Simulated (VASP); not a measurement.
# Mn (Fd-3m) in VASP: further runs

Runs on Mn. Level: RPBE. Tasks: single point.

Everything below comes from runs of VASP 6.6.1. Logs are shortened: lines on timing, memory, paths and dates and some standing lists are left out, and cuts for length are marked.

## Step 1: The cell of the first run

It takes space group Fd-3m (No. 227, cubic). Conventional cell: a = 5.306 Å, b = 5.306 Å, c = 5.306 Å, α = 90.00°, β = 90.00°, γ = 90.00°. Within 3.0 Å of Mn (site symmetry -43m) lie 4 Mn at 2.30 Å.

This isn't the form of Mn at room conditions, which is a 58-atom cubic cell.

## Step 2: Single point, RPBE, collinear spin, antiferromagnetic start (18.68 Å³/atom)

INCAR reads:

```
PREC = Accurate
ENCUT = 520
EDIFF = 1E-7
ISMEAR = -1
SIGMA = 0.05
LREAL = False
LASPH = True
NELM = 150
ALGO = Normal
ISIF = 2
LWAVE = False
LCHARG = False
ISPIN = 2
MAGMOM = 2.622 -2.622
LORBIT = 11
LMAXMIX = 4
GGA = RP
NBANDS = 24
```

KPOINTS reads:

```
Automatic mesh
0
Gamma
  12 12 12
```

POSCAR reads:

```
Mn
1.0
    0.0000000000      2.6531206492      2.6531206492
    2.6531206492      0.0000000000      2.6531206492
    2.6531206492      2.6531206492      0.0000000000
Mn
2
Direct
    0.1250000000      0.1250000000      0.1250000000
    0.8750000000      0.8750000000      0.8750000000
```

Potentials or basis: VASP PAW PBE potentials, release 64 (Mn_pv).

Started as:

```
$ cat potpaw_PBE.64/Mn_pv/POTCAR > POTCAR
$ mpirun -np 1 vasp_std > vasp.out
```

OUTCAR:

```text
PREC = Accurate
   ENCUT = 520
   EDIFF = 1E-7
   ISMEAR = -1
   LREAL = False
   LASPH = True
   NELM = 150
   ISIF = 2
   ISPIN = 2
   LORBIT = 11
   GGA = RP

 ion  position               nearest neighbor table
   1  0.125  0.125  0.125-   2 2.30   2 2.30   2 2.30   2 2.30
   2  0.875  0.875  0.875-   1 2.30   1 2.30   1 2.30   1 2.30

  LATTYP: Found a face centered cubic cell.
 ALAT       =     5.3062412984

  Lattice vectors:

 A1 = (   0.0000000000,   2.6531206492,   2.6531206492)
 A2 = (   2.6531206492,   0.0000000000,   2.6531206492)
 A3 = (   2.6531206492,   2.6531206492,   0.0000000000)

Analysis of symmetry for initial positions (statically):
=====================================================================
 Subroutine PRICEL returns:
 Original cell was already a primitive cell.

 Routine SETGRP: Setting up the symmetry group for a
 face centered cubic supercell.

 Subroutine GETGRP returns: Found 48 space group operations
 (whereof 12 operations were pure point group operations)
 out of a pool of 48 trial point group operations.

The static configuration has the point symmetry D_3d.
 The point group associated with its full space group is O_h .

Analysis of symmetry for dynamics (positions and initial velocities):
=====================================================================
 Subroutine PRICEL returns:
 Original cell was already a primitive cell.

 Routine SETGRP: Setting up the symmetry group for a
 face centered cubic supercell.

 Subroutine GETGRP returns: Found 48 space group operations
 (whereof 12 operations were pure point group operations)
 out of a pool of 48 trial point group operations.

The dynamic configuration has the point symmetry D_3d.
 The point group associated with its full space group is O_h .

Analysis of structural, dynamic, and magnetic symmetry:
=====================================================================
 Subroutine PRICEL returns:
 Original cell was already a primitive cell.

 Routine SETGRP: Setting up the symmetry group for a
 face centered cubic supercell.

 Subroutine GETGRP returns: Found 48 space group operations
 (whereof 12 operations were pure point group operations)
 out of a pool of 48 trial point group operations.

The overall configuration has the point symmetry D_3d.
 The point group associated with its full space group is O_h .

 Subroutine INISYM returns: Found 48 space group operations
 (whereof 12 operations are pure point group operations),
 and found     1 'primitive' translations

----------------------------------------------------------------------------------------

                                     Primitive cell

  volume of cell :      37.3509

  direct lattice vectors                    reciprocal lattice vectors
     0.000000000  2.653120649  2.653120649    -0.188457317  0.188457317  0.188457317
     2.653120649  0.000000000  2.653120649     0.188457317 -0.188457317  0.188457317
     2.653120649  2.653120649  0.000000000     0.188457317  0.188457317 -0.188457317

  length of vectors
     3.752079205  3.752079205  3.752079205     0.326417649  0.326417649  0.326417649

  position of ions in fractional coordinates (direct lattice)
     0.125000000  0.125000000  0.125000000
     0.875000000  0.875000000  0.875000000

  ion indices of the primitive-cell ions
   primitive index   ion index
                 1           1
                 2           2

----------------------------------------------------------------------------------------

 KPOINTS: Automatic mesh

Automatic generation of k-mesh.
 Grid dimensions read from file:
 generate k-points for:   12   12   12

 Generating k-lattice:

  Cartesian coordinates                     Fractional coordinates (reciprocal lattice)
    -0.015704776  0.015704776  0.015704776     0.083333333  0.000000000  0.000000000
     0.015704776 -0.015704776  0.015704776     0.000000000  0.083333333  0.000000000
     0.015704776  0.015704776 -0.015704776     0.000000000  0.000000000  0.083333333

  Length of vectors
     0.027201471  0.027201471  0.027201471

  Shift w.r.t. Gamma in fractional coordinates (k-lattice)
     0.000000000  0.000000000  0.000000000

 Subroutine IBZKPT returns following result:
 ===========================================

 Found     72 irreducible k-points:

 Following reciprocal coordinates:
            Coordinates               Weight
  0.000000  0.000000  0.000000      1.000000
  0.083333  0.000000  0.000000      8.000000
  0.166667  0.000000  0.000000      8.000000
  0.250000  0.000000  0.000000      8.000000
  0.333333  0.000000  0.000000      8.000000
  0.416667  0.000000  0.000000      8.000000
[... 16 lines left out ...]
  0.500000  0.166667  0.000000     24.000000
 -0.416667  0.166667  0.000000     24.000000
 [... further k-points ...]
   k-points           NKPTS =     72   k-points in BZ     NKDIM =     72   number of bands    NBANDS=     24
   number of dos      NEDOS =    301   number of ions     NIONS =      2
   total plane-waves  NPLWV =  21952
   dimension x,y,z NGX =    28 NGY =   28 NGZ =   28
   dimension x,y,z NGXF=    56 NGYF=   56 NGZF=   56
   ions per type =               2
   NGX,Y,Z   is equivalent  to a cutoff of  12.41, 12.41, 12.41 a.u.
   NGXF,Y,Z  is equivalent  to a cutoff of  24.81, 24.81, 24.81 a.u.
 SYSTEM =  unknown system
   PREC   = accura    normal or accurate (medium, high low for compatibility)
   ISTART =      0    job   : 0-new  1-cont  2-samecut
   ICHARG =      2    charge: 1-file 2-atom 10-const
   ISPIN  =      2    spin polarized calculation?
   LNONCOLLINEAR =      F non collinear calculations
   LSORBIT =      F    spin-orbit coupling
   LASPH  =      T    aspherical Exc in radial PAW
   ENCUT  =  520.0 eV  38.22 Ry    6.18 a.u.   6.98  6.98  6.98*2*pi/ulx,y,z
   NELM   =    150;   NELMIN=  2; NELMDL= -5     # of ELM steps
   EDIFF  = 0.1E-06   stopping-criterion for ELM
   LREAL  =      F    real-space projection
   EDIFFG = 0.1E-05   stopping-criterion for IOM
   NSW    =      0    number of steps for IOM
   IBRION =     -1    ionic relax: 0-MD 1-quasi-New 2-CG
   NFREE  =      0    steps in history (QN), initial steepest desc. (CG)
   ISIF   =      2    stress and relaxation
   ISYM   =      2    0-nonsym 1-usesym 2-fastsym
   POTIM  = 0.5000    time-step for ionic-motion
   TEBEG  =    0.0;   TEEND  =   0.0 temperature during run
   PSTRESS=    0.0 pullay stress
   NELECT =      26.0000    total number of electrons
   NUPDOWN=      -1.0000    fix difference up-down
   EMIN   =  10.00;   EMAX   =-10.00  energy-range for DOS
   EFERMI =   0.00;   METHOD = LEGACY
   ISMEAR =    -1;   SIGMA  =   0.05  broadening in eV -4-tet -1-fermi 0-gaus
   EFERMI_NEDOS =   21; number of points for ismear=-14 and -15
   IALGO  =     38    algorithm
   IMIX   =      4    mixing-type and parameters
     AMIX     =   0.40;   BMIX     =  1.00
     AMIX_MAG =   1.60;   BMIX_MAG =  1.00
  volume/ion in A,a.u.               =      18.68       126.03
  Fermi-wavevector in a.u.,A,eV,Ry     =   1.450883  2.741771 28.641086  2.105060
  Thomas-Fermi vector in A             =   2.568444
   LORBIT       =     11    0 simple, 1 ext, 2 COOP (PROOUT), +10 PAW based schemes
   GGA     = RP    functional components
   LHFCALC =     F    Hartree Fock is set to
   AEXX    =    0.0000 exact exchange contribution
   IVDW    =     0    specifies the selected vdW correction
   LEPSILON=     F    determine dielectric tensor
   LRPA    =     F    only Hartree local field effects (RPA)
 spin polarized calculation
  energy-cutoff  :      520.00
  volume of cell :       37.35
 maximum number of plane-waves:      1036
   NGX = 13   NGY = 13   NGZ = 13

 number of electron      26.0000007 magnetization       0.0000000

 number of electron      26.0000007 magnetization      -0.0000000

 Free energy of the ion-electron system (eV)
  ---------------------------------------------------
  ext. energy  EPLUGINS =         0.00000000
  ---------------------------------------------------
  free energy    TOTEN  =       -14.58543732 eV

  energy without entropy =      -14.57990274  energy(sigma->0) =      -14.58267003

 E-fermi :   5.1155     XC(G=0): -10.5094

 val. band max:        5.0557689418   @ k =  -0.0833   0.0833   0.0000
 cond. band min:       5.1191503662   @ k =   0.0833   0.0833   0.0000
 fundamental gap:      0.0633814244
 Fermi energy:         5.1154868816

 spin component 1

 k-point     1 :       0.0000    0.0000    0.0000
  band No.  band energies     occupation
      1     -44.6610      1.00000
      2     -44.6610      1.00000
      3     -44.6610      1.00000
      4     -41.6971      1.00000
      5     -41.6971      1.00000
      6     -41.6971      1.00000
[... 16 lines left out ...]
     23      17.0110      0.00000
     24      18.2570      0.00000
[... 598 lines left out ...]
      2     -44.6691      1.00000
      3     -44.6563      1.00000
      4     -41.7084      1.00000
      5     -41.6894      1.00000
      6     -41.6871      1.00000
[... 16 lines left out ...]
     23      19.3852      0.00000
     24      21.6186      0.00000

 [... further k-points ...]

 spin component 2

 k-point     1 :       0.0000    0.0000    0.0000
  band No.  band energies     occupation
      1     -44.6610      1.00000
      2     -44.6610      1.00000
      3     -44.6610      1.00000
      4     -41.6971      1.00000
      5     -41.6971      1.00000
      6     -41.6971      1.00000
[... 16 lines left out ...]
     23      17.0110      0.00000
     24      18.2570      0.00000
[... 598 lines left out ...]
      2     -44.6691      1.00000
      3     -44.6563      1.00000
      4     -41.7084      1.00000
      5     -41.6894      1.00000
      6     -41.6871      1.00000
[... 16 lines left out ...]
     23      19.3852      0.00000
     24      21.6186      0.00000

 [... further k-points ...]

------------------------ aborting loop because EDIFF is reached ----------------------------------------

  FORCE on cell =-STRESS in cart. coord.  units (eV):
  Direction    XX          YY          ZZ          XY          YZ          ZX
  --------------------------------------------------------------------------------------
  -------------------------------------------------------------------------------------
  Total        0.0746051      0.0746051      0.0746051      0.0000000      0.0000000     -0.0000000
  in kB        3.2002080      3.2002080      3.2002080      0.0000000      0.0000000     -0.0000000
  external PRESSURE =       3.2002080 kB  Pullay stress =       0.0000000 kB

 VOLUME and BASIS-vectors are now :
 -----------------------------------------------------------------------------
  energy-cutoff  :      520.00
  volume of cell :       37.35
      direct lattice vectors                 reciprocal lattice vectors
     0.000000000  2.653120649  2.653120649    -0.188457317  0.188457317  0.188457317
     2.653120649  0.000000000  2.653120649     0.188457317 -0.188457317  0.188457317
     2.653120649  2.653120649  0.000000000     0.188457317  0.188457317 -0.188457317

 POSITION                                       TOTAL-FORCE (eV/Angst)
 -----------------------------------------------------------------------------------
      0.66328      0.66328      0.66328         0.000000      0.000000      0.000000
      4.64296      4.64296      4.64296        -0.000000     -0.000000     -0.000000
 -----------------------------------------------------------------------------------
    total drift:                                0.000000      0.000000     -0.000000

  FREE ENERGIE OF THE ION-ELECTRON SYSTEM (eV)
  ---------------------------------------------------
  free  energy   TOTEN  =       -14.5854373207 eV

  energy  without entropy=      -14.5799027411  energy(sigma->0) =      -14.58267003

 total charge

# of ion       s       p       d       tot
------------------------------------------
    1        0.439   6.205   5.082  11.727
    2        0.439   6.205   5.082  11.727
--------------------------------------------------
tot          0.879  12.410  10.164  23.453

 magnetization (x)

# of ion       s       p       d       tot
------------------------------------------
    1        0.076  -0.007   2.735   2.803
    2       -0.076   0.007  -2.735  -2.803
--------------------------------------------------
tot          0.000   0.000   0.000   0.000
```

Run time: 2.6 min. Hardware: 1 thread of Intel Xeon Platinum 8488C (Sapphire Rapids), shared host; peak memory 0.23 GiB.

Results:

* Free energy: -14.5854 eV
* Pressure: 0.3 GPa
* Band gap on the k mesh: zero (filled and empty bands overlap)
* Net moment: 0.00 μB per cell
* Site moments: Mn +2.80, -2.80 μB
* Valence electrons inside the program's atomic spheres: Mn 11.73

Caveat: the antiferromagnetic order is the one typed at the start, and another may lie lower; the PAW data sets were made with another functional, which shifts forces and pressure a little.

## Step 3: Single point, RPBE, collinear spin, antiferromagnetic start (19.42 Å³/atom)

This run uses another cell than the first one, of 19.42 Å³/atom.

INCAR reads:

```
SYSTEM = Mn
PREC     = Accurate       ! precision mode
ENCUT    = 520            ! plane-wave cutoff, eV
EDIFF    = 1E-6           ! SCF threshold, eV
ISMEAR   = -1             ! smearing method
SIGMA    = 0.05           ! smearing width, eV
LREAL    = .FALSE.        ! projectors in reciprocal space
LASPH    = .TRUE.         ! aspherical terms in the spheres
NELM     = 150            ! most SCF steps
ALGO     = Normal         ! electronic algorithm
ISIF     = 2              ! what is computed and relaxed
LWAVE    = .FALSE.        ! write WAVECAR
LCHARG   = .FALSE.        ! write CHGCAR
ISPIN    = 2              ! spin polarisation
MAGMOM   = 2.622 -2.622   ! initial moments
LORBIT   = 11             ! projections on sites
LMAXMIX  = 4              ! l up to which the mixer works
GGA      = RP             ! functional
NBANDS   = 24             ! bands
```

KPOINTS reads:

```
Automatic mesh
0
G
  12 12 12
  0 0 0
```

POSCAR reads:

```
Mn
1.0
    0.0000000000      2.6880341352      2.6880341352
    2.6880341352      0.0000000000      2.6880341352
    2.6880341352      2.6880341352      0.0000000000
Mn
2
Direct
    0.1250000000      0.1250000000      0.1250000000
    0.8750000000      0.8750000000      0.8750000000
```

Potentials or basis: VASP PAW PBE potentials, release 64 (Mn_pv).

Started as:

```
$ cat potpaw_PBE.64/Mn_pv/POTCAR > POTCAR
$ mpirun -np 1 vasp_std > vasp.out
```

It took 2.7 min on 1 thread of Intel Xeon Platinum 8488C (Sapphire Rapids), shared host; peak memory 0.22 GiB.

Results (log left out):

```
Free energy                                           : -14.5827 eV
Pressure                                              : -1.0 GPa
Band gap on the k mesh                                : zero (filled and empty bands overlap)
Net moment                                            : 0.00 μB per cell
Site moments                                          : Mn +2.95, -2.95 μB
Valence electrons inside the program's atomic spheres : Mn 11.68
```

Levels at points of the mesh, in eV from the Fermi level:
Spin up:
```
           k point  band 11  band 12  band 13  band 14  band 15  band 16
(0.00, 0.00, 0.00)    -2.78    -2.78     0.11     0.11     0.11     1.46
(0.50, 0.00, 0.00)    -2.62    -2.32    -1.52     0.48     0.48     1.31
(0.50, 0.50, 0.00)    -2.17    -1.57    -1.35     0.85     1.32     1.32
```
Spin down:
```csv
k point,band 10,band 11,band 12,band 13,band 14,band 15,band 16,band 17
"(0.00, 0.00, 0.00)",-2.78,-2.78,-2.78,0.11,0.11,0.11,1.46,1.46
"(0.50, 0.00, 0.00)",-2.62,-2.62,-2.32,-1.52,0.48,0.48,1.31,1.31
"(0.50, 0.50, 0.00)",-2.59,-2.17,-1.57,-1.35,0.85,1.32,1.32,1.59
```

Caveat: the antiferromagnetic order is the one typed at the start, and another may lie lower; the PAW data sets were made with another functional, which shifts forces and pressure a little.

The gap in the log of VASP goes by the Fermi energy; the results here count the filled bands.